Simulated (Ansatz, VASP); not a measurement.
## Na2S in VASP and in Ansatz

```
CELL_PARAMETERS angstrom
0.00000 3.25543 3.25543
3.25543 0.00000 3.25543
3.25543 3.25543 0.00000
ATOMIC_POSITIONS crystal
S 0.00000 0.00000 0.00000
Na 0.25000 0.25000 0.25000
Na 0.75000 0.75000 0.75000
```

Alike in both runs: task single point; functional HSE06; k mesh 6 × 6 × 6; no spin polarisation.

```csv
,VASP,Ansatz
version,VASP 6.6.1,Ansatz 0.2.0
potentials or method,"VASP PAW PBE potentials, release 64 (S, Na_pv)","plane waves, PAW"
plane-wave cutoff (eV),400,420
occupations,"gaussian, width 0.01 eV",fixed
valence electrons in the cell,20,24
```

```tsv
	VASP	Ansatz	Ansatz less VASP
gap on the k mesh at the Fermi level (eV)	3.52	3.53	+0.010
pressure (GPa)	0.0	0.2	+0.16
```

VASP's potentials hold 20 valence electrons a cell and Ansatz's 24, so a difference there can come from the potentials and not from the codes. Ansatz's warnings: stress exchange threshold loose, stress scf threshold loose.
